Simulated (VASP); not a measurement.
# PbS (Fm-3m) in VASP: notebook

Aim: see how the results for PbS move with the level of theory and the settings. Levels: LDA, PBE. Tasks: single point.

Everything below comes from runs of VASP 6.6.1. Logs are shortened: lines on timing, memory, paths and dates and some standing lists are left out, and cuts for length are marked.

## (1) The cell of the first run

The structure is cubic, space group Fm-3m (No. 225). Conventional cell: a = 6.121 Å, b = 6.121 Å, c = 6.121 Å, α = 90.00°, β = 90.00°, γ = 90.00°. Pb (site symmetry m-3m) has 6 S at 3.06 Å within 4.0 Å. Within 4.0 Å of S (site symmetry m-3m) lie 6 Pb at 3.06 Å.

## (2) Single point, LDA

Input file INCAR:

```
SYSTEM = PbS
PREC = Accurate
ENCUT = 520
EDIFF = 1E-6
ISMEAR = -1
SIGMA = 0.06
LREAL = .FALSE.
LASPH = .TRUE.
NELM = 100
ALGO = Normal
ISIF = 2
LWAVE = .FALSE.
LCHARG = .FALSE.
NBANDS = 17
```

Input file KPOINTS:

```
Automatic mesh
0
G
  8 8 8
  0 0 0
```

Input file POSCAR:

```
PbS
1.0
    0.0000000000      3.0607105000      3.0607105000
    3.0607105000      0.0000000000      3.0607105000
    3.0607105000      3.0607105000      0.0000000000
Pb S
1 1
Direct
    0.0000000000      0.0000000000      0.0000000000
    0.5000000000      0.5000000000      0.5000000000
```

Potentials or basis: VASP PAW LDA potentials, release 64 (Pb_d, S).

Command:

```console
$ cat potpaw_LDA.64/Pb_d/POTCAR potpaw_LDA.64/S/POTCAR > POTCAR
$ mpirun -np 1 vasp_std > vasp.out
```

OUTCAR:

```text
SYSTEM = PbS
   PREC = Accurate
   ENCUT = 520
   EDIFF = 1E-6
   ISMEAR = -1
   LREAL = .FALSE.
   LASPH = .TRUE.
   NELM = 100
   ISIF = 2

 ion  position               nearest neighbor table
   1  0.000  0.000  0.000-   2 3.06   2 3.06   2 3.06   2 3.06   2 3.06   2 3.06
   2  0.500  0.500  0.500-   1 3.06   1 3.06   1 3.06   1 3.06   1 3.06   1 3.06

  LATTYP: Found a face centered cubic cell.
 ALAT       =     6.1214210000

  Lattice vectors:

 A1 = (   0.0000000000,   3.0607105000,   3.0607105000)
 A2 = (   3.0607105000,   0.0000000000,   3.0607105000)
 A3 = (   3.0607105000,   3.0607105000,   0.0000000000)

Analysis of symmetry for initial positions (statically):
=====================================================================
 Subroutine PRICEL returns:
 Original cell was already a primitive cell.

 Routine SETGRP: Setting up the symmetry group for a
 face centered cubic supercell.

 Subroutine GETGRP returns: Found 48 space group operations
 (whereof 48 operations were pure point group operations)
 out of a pool of 48 trial point group operations.

The static configuration has the point symmetry O_h .

Analysis of symmetry for dynamics (positions and initial velocities):
=====================================================================
 Subroutine PRICEL returns:
 Original cell was already a primitive cell.

 Routine SETGRP: Setting up the symmetry group for a
 face centered cubic supercell.

 Subroutine GETGRP returns: Found 48 space group operations
 (whereof 48 operations were pure point group operations)
 out of a pool of 48 trial point group operations.

The dynamic configuration has the point symmetry O_h .

 Subroutine INISYM returns: Found 48 space group operations
 (whereof 48 operations are pure point group operations),
 and found     1 'primitive' translations

----------------------------------------------------------------------------------------

                                     Primitive cell

  volume of cell :      57.3452

  direct lattice vectors                    reciprocal lattice vectors
     0.000000000  3.060710500  3.060710500    -0.163360762  0.163360762  0.163360762
     3.060710500  0.000000000  3.060710500     0.163360762 -0.163360762  0.163360762
     3.060710500  3.060710500  0.000000000     0.163360762  0.163360762 -0.163360762

  length of vectors
[... 73 lines left out ...]
   PREC   = accura    normal or accurate (medium, high low for compatibility)
   ISTART =      0    job   : 0-new  1-cont  2-samecut
   ICHARG =      2    charge: 1-file 2-atom 10-const
   ISPIN  =      1    spin polarized calculation?
   LNONCOLLINEAR =      F non collinear calculations
   LSORBIT =      F    spin-orbit coupling
   LASPH  =      T    aspherical Exc in radial PAW
   ENCUT  =  520.0 eV  38.22 Ry    6.18 a.u.   8.05  8.05  8.05*2*pi/ulx,y,z
   NELM   =    100;   NELMIN=  2; NELMDL= -5     # of ELM steps
   EDIFF  = 0.1E-05   stopping-criterion for ELM
   LREAL  =      F    real-space projection
   EDIFFG = 0.1E-04   stopping-criterion for IOM
   NSW    =      0    number of steps for IOM
   IBRION =     -1    ionic relax: 0-MD 1-quasi-New 2-CG
   NFREE  =      0    steps in history (QN), initial steepest desc. (CG)
   ISIF   =      2    stress and relaxation
   ISYM   =      2    0-nonsym 1-usesym 2-fastsym
   POTIM  = 0.5000    time-step for ionic-motion
   TEBEG  =    0.0;   TEEND  =   0.0 temperature during run
   PSTRESS=    0.0 pullay stress
   NELECT =      20.0000    total number of electrons
   NUPDOWN=      -1.0000    fix difference up-down
   EMIN   =  10.00;   EMAX   =-10.00  energy-range for DOS
   EFERMI =   0.00;   METHOD = LEGACY
   ISMEAR =    -1;   SIGMA  =   0.06  broadening in eV -4-tet -1-fermi 0-gaus
   EFERMI_NEDOS =   21; number of points for ismear=-14 and -15
   IALGO  =     38    algorithm
   IMIX   =      4    mixing-type and parameters
     AMIX     =   0.40;   BMIX     =  1.00
     AMIX_MAG =   1.60;   BMIX_MAG =  1.00
  volume/ion in A,a.u.               =      28.67       193.49
  Fermi-wavevector in a.u.,A,eV,Ry     =   1.152354  2.177633 18.067445  1.327920
  Thomas-Fermi vector in A             =   2.289006
   LORBIT       =      0    0 simple, 1 ext, 2 COOP (PROOUT), +10 PAW based schemes
   GGA     = CA    functional components
   LHFCALC =     F    Hartree Fock is set to
   AEXX    =    0.0000 exact exchange contribution
   IVDW    =     0    specifies the selected vdW correction
   LEPSILON=     F    determine dielectric tensor
   LRPA    =     F    only Hartree local field effects (RPA)
 non-spin polarized calculation
  energy-cutoff  :      520.00
  volume of cell :       57.35
 maximum number of plane-waves:      1572
   NGX = 17   NGY = 17   NGZ = 17

 number of electron      20.0000000 magnetization

 Free energy of the ion-electron system (eV)
  ---------------------------------------------------
  ext. energy  EPLUGINS =         0.00000000
  ---------------------------------------------------
  free energy    TOTEN  =        -9.82995210 eV

  energy without entropy =       -9.82980307  energy(sigma->0) =       -9.82987758

 E-fermi :   4.5764     XC(G=0):  -9.6048

 val. band max:        4.3256996902   @ k =   0.5000   0.0000   0.0000
 cond. band min:       4.8266052591   @ k =   0.5000   0.0000   0.0000
 fundamental gap:      0.5009055690
 Fermi energy:         4.5764298053

 k-point     1 :       0.0000    0.0000    0.0000
  band No.  band energies     occupation
      1     -12.2400      2.00000
      2     -12.2400      2.00000
      3     -12.2400      2.00000
      4     -12.2285      2.00000
      5     -12.2285      2.00000
      6      -8.3646      2.00000
[... 457 lines left out ...]
      4     -12.2187      2.00000
      5     -12.2044      2.00000
      6      -7.1352      2.00000
[... 9 lines left out ...]
     16      15.2785      0.00000
     17      15.3131      0.00000

 [... further k-points ...]
[... 5 lines left out ...]
  --------------------------------------------------------------------------------------
  -------------------------------------------------------------------------------------
  Total       -2.3796332     -2.3796332     -2.3796332      0.0000000      0.0000000      0.0000000
  in kB      -66.4850251    -66.4850251    -66.4850251      0.0000000      0.0000000      0.0000000
  external PRESSURE =     -66.4850251 kB  Pullay stress =       0.0000000 kB

 VOLUME and BASIS-vectors are now :
 -----------------------------------------------------------------------------
  energy-cutoff  :      520.00
  volume of cell :       57.35
      direct lattice vectors                 reciprocal lattice vectors
     0.000000000  3.060710500  3.060710500    -0.163360762  0.163360762  0.163360762
     3.060710500  0.000000000  3.060710500     0.163360762 -0.163360762  0.163360762
     3.060710500  3.060710500  0.000000000     0.163360762  0.163360762 -0.163360762

 POSITION                                       TOTAL-FORCE (eV/Angst)
 -----------------------------------------------------------------------------------
      0.00000      0.00000      0.00000         0.000000     -0.000000     -0.000000
      3.06071      3.06071      3.06071        -0.000000      0.000000      0.000000
 -----------------------------------------------------------------------------------
    total drift:                                0.000000     -0.000000     -0.000000

  FREE ENERGIE OF THE ION-ELECTRON SYSTEM (eV)
  ---------------------------------------------------
  free  energy   TOTEN  =        -9.8299521013 eV

  energy  without entropy=       -9.8298030673  energy(sigma->0) =       -9.82987758
```

OSZICAR:

```text
N       E                     dE             d eps       ncg     rms          rms(c)
DAV:   1     0.159258351245E+03    0.15926E+03   -0.95563E+03   986   0.118E+03
DAV:   2     0.239496485324E+01   -0.15686E+03   -0.15062E+03  1046   0.312E+02
DAV:   3    -0.100543407454E+02   -0.12449E+02   -0.12365E+02  1270   0.920E+01
DAV:   4    -0.103545749311E+02   -0.30023E+00   -0.30003E+00  1274   0.163E+01
DAV:   5    -0.103663476685E+02   -0.11773E-01   -0.11772E-01  1461   0.310E+00    0.392E+00
DAV:   6    -0.984189603297E+01    0.52445E+00   -0.16709E+00  1507   0.785E+00    0.271E+00
DAV:   7    -0.983539279966E+01    0.65032E-02   -0.10966E-01  1188   0.160E+00    0.159E+00
DAV:   8    -0.983047585913E+01    0.49169E-02   -0.16168E-02  1197   0.111E+00    0.372E-01
DAV:   9    -0.982992121835E+01    0.55464E-03   -0.35634E-03  1369   0.388E-01    0.108E-01
DAV:  10    -0.982995889549E+01   -0.37677E-04   -0.21390E-04  1193   0.830E-02    0.911E-02
DAV:  11    -0.982995218223E+01    0.67133E-05   -0.18290E-05  1282   0.403E-02    0.600E-03
DAV:  12    -0.982995210127E+01    0.80962E-07   -0.83848E-07   826   0.110E-02
   1 F= -.98299521E+01 E0= -.98298776E+01  d E =-.149034E-03
```

stdout:

```text
POSCAR found type information on POSCAR PbS
 POSCAR found :  2 types and       2 ions
 scaLAPACK will be used
 LDA part: xc-table for (Slater(with rela. corr.)+CA(PZ))
 , standard interpolation
 POSCAR, INCAR and KPOINTS ok, starting setup
 FFT: planning ... GRIDC
 FFT: planning ... GRID_SOFT
 FFT: planning ... GRID
 WAVECAR not read
 entering main loop
```

It took 13 s on 1 thread of Intel Xeon Platinum 8488C (Sapphire Rapids), shared host; peak memory 0.16 GiB.

Results:

* Free energy: -9.8300 eV
* Pressure: -6.6 GPa
* Band gap on the k mesh: 0.50 eV, direct

Caveat: spin-orbit coupling is left out, which moves the levels of the heavy elements. A k mesh can miss the band edges.

## (3) Single point, PBE

Input file INCAR:

```
SYSTEM = PbS
PREC     = Accurate       ! precision mode
ENCUT    = 520            ! plane-wave cutoff, eV
EDIFF    = 1E-7           ! SCF threshold, eV
ISMEAR   = -1             ! smearing method
SIGMA    = 0.06           ! smearing width, eV
LREAL    = .False.        ! projectors in reciprocal space
LASPH    = .True.         ! aspherical terms in the spheres
NELM     = 100            ! most SCF steps
ALGO     = Normal         ! electronic algorithm
ISIF     = 2              ! what is computed and relaxed
LWAVE    = .False.        ! write WAVECAR
LCHARG   = .False.        ! write CHGCAR
GGA      = PE             ! functional
NBANDS   = 17             ! bands
```

Input file KPOINTS:

```
Automatic mesh
0
Gamma
  8 8 8
  0 0 0
```

POSCAR is that of step 2.

Potentials or basis: VASP PAW PBE potentials, release 64 (Pb_d, S).

Command:

```console
$ cat potpaw_PBE.64/Pb_d/POTCAR potpaw_PBE.64/S/POTCAR > POTCAR
$ mpirun -np 1 vasp_std > vasp.out
```

OUTCAR:

```text
SYSTEM = PbS
   PREC = Accurate
   ENCUT = 520
   EDIFF = 1E-7
   ISMEAR = -1
   LREAL = .False.
   LASPH = .True.
   NELM = 100
   ISIF = 2
   GGA = PE

 ion  position               nearest neighbor table
   1  0.000  0.000  0.000-   2 3.06   2 3.06   2 3.06   2 3.06   2 3.06   2 3.06
   2  0.500  0.500  0.500-   1 3.06   1 3.06   1 3.06   1 3.06   1 3.06   1 3.06

  LATTYP: Found a face centered cubic cell.
 ALAT       =     6.1214210000

  Lattice vectors:

 A1 = (   0.0000000000,   3.0607105000,   3.0607105000)
 A2 = (   3.0607105000,   0.0000000000,   3.0607105000)
 A3 = (   3.0607105000,   3.0607105000,   0.0000000000)

Analysis of symmetry for initial positions (statically):
=====================================================================
 Subroutine PRICEL returns:
 Original cell was already a primitive cell.

 Routine SETGRP: Setting up the symmetry group for a
 face centered cubic supercell.

 Subroutine GETGRP returns: Found 48 space group operations
 (whereof 48 operations were pure point group operations)
 out of a pool of 48 trial point group operations.

[... 158 lines left out ...]

  energy without entropy =       -8.74321567  energy(sigma->0) =       -8.74324004

 E-fermi :   4.8898     XC(G=0):  -9.2451

 val. band max:        4.5573718820   @ k =   0.5000   0.0000   0.0000
 cond. band min:       5.2216433070   @ k =   0.5000   0.0000   0.0000
 fundamental gap:      0.6642714250
 Fermi energy:         4.8898193981

 k-point     1 :       0.0000    0.0000    0.0000
  band No.  band energies     occupation
      1     -12.0648      2.00000
      2     -12.0648      2.00000
      3     -12.0648      2.00000
      4     -12.0465      2.00000
      5     -12.0465      2.00000
      6      -8.1572      2.00000
[... 457 lines left out ...]
      4     -12.0436      2.00000
      5     -12.0293      2.00000
      6      -6.9751      2.00000
[... 9 lines left out ...]
     16      15.5697      0.00000
     17      15.6763      0.00000

 [... further k-points ...]

------------------------ aborting loop because EDIFF is reached ----------------------------------------

  FORCE on cell =-STRESS in cart. coord.  units (eV):
  Direction    XX          YY          ZZ          XY          YZ          ZX
  --------------------------------------------------------------------------------------
  -------------------------------------------------------------------------------------
  Total       -0.9588005     -0.9588005     -0.9588005      0.0000000      0.0000000     -0.0000000
  in kB      -26.7881109    -26.7881109    -26.7881109      0.0000000      0.0000000     -0.0000000
  external PRESSURE =     -26.7881109 kB  Pullay stress =       0.0000000 kB

 VOLUME and BASIS-vectors are now :
 -----------------------------------------------------------------------------
  energy-cutoff  :      520.00
  volume of cell :       57.35
      direct lattice vectors                 reciprocal lattice vectors
     0.000000000  3.060710500  3.060710500    -0.163360762  0.163360762  0.163360762
     3.060710500  0.000000000  3.060710500     0.163360762 -0.163360762  0.163360762
     3.060710500  3.060710500  0.000000000     0.163360762  0.163360762 -0.163360762

 POSITION                                       TOTAL-FORCE (eV/Angst)
 -----------------------------------------------------------------------------------
      0.00000      0.00000      0.00000         0.000000      0.000000     -0.000000
      3.06071      3.06071      3.06071        -0.000000     -0.000000      0.000000
 -----------------------------------------------------------------------------------
    total drift:                                0.000000     -0.000000     -0.000000

  FREE ENERGIE OF THE ION-ELECTRON SYSTEM (eV)
  ---------------------------------------------------
  free  energy   TOTEN  =        -8.7432644146 eV

  energy  without entropy=       -8.7432156703  energy(sigma->0) =       -8.74324004
```

OSZICAR:

```text
N       E                     dE             d eps       ncg     rms          rms(c)
DAV:   1     0.160748437196E+03    0.16075E+03   -0.95713E+03   986   0.119E+03
DAV:   2     0.362476502975E+01   -0.15712E+03   -0.15082E+03  1047   0.313E+02
DAV:   3    -0.900058345708E+01   -0.12625E+02   -0.12542E+02  1271   0.926E+01
DAV:   4    -0.930657123068E+01   -0.30599E+00   -0.30578E+00  1289   0.163E+01
DAV:   5    -0.931814484770E+01   -0.11574E-01   -0.11572E-01  1468   0.307E+00    0.409E+00
DAV:   6    -0.873663516544E+01    0.58151E+00   -0.17623E+00  1501   0.808E+00    0.284E+00
DAV:   7    -0.873983058451E+01   -0.31954E-02   -0.14994E-01  1174   0.186E+00    0.174E+00
DAV:   8    -0.874385860276E+01   -0.40280E-02   -0.20568E-02  1145   0.143E+00    0.445E-01
DAV:   9    -0.874295944600E+01    0.89916E-03   -0.47069E-03  1509   0.523E-01    0.123E-01
DAV:  10    -0.874326478692E+01   -0.30534E-03   -0.50519E-04  1101   0.122E-01    0.103E-01
DAV:  11    -0.874326299461E+01    0.17923E-05   -0.59244E-05  1375   0.814E-02    0.988E-03
DAV:  12    -0.874326441955E+01   -0.14249E-05   -0.42528E-06  1196   0.206E-02    0.379E-03
DAV:  13    -0.874326441458E+01    0.49686E-08   -0.19940E-07  1356   0.496E-03
   1 F= -.87432644E+01 E0= -.87432400E+01  d E =-.487443E-04
```

Wall time 16 s (1 thread of Intel Xeon Platinum 8488C (Sapphire Rapids), shared host); peak memory 0.18 GiB.

Results:

- Free energy: -8.7433 eV
- Pressure: -2.7 GPa
- Band gap on the k mesh: 0.66 eV, direct

Caveat: spin-orbit coupling is left out, which moves the levels of the heavy elements. A k mesh can miss the band edges.
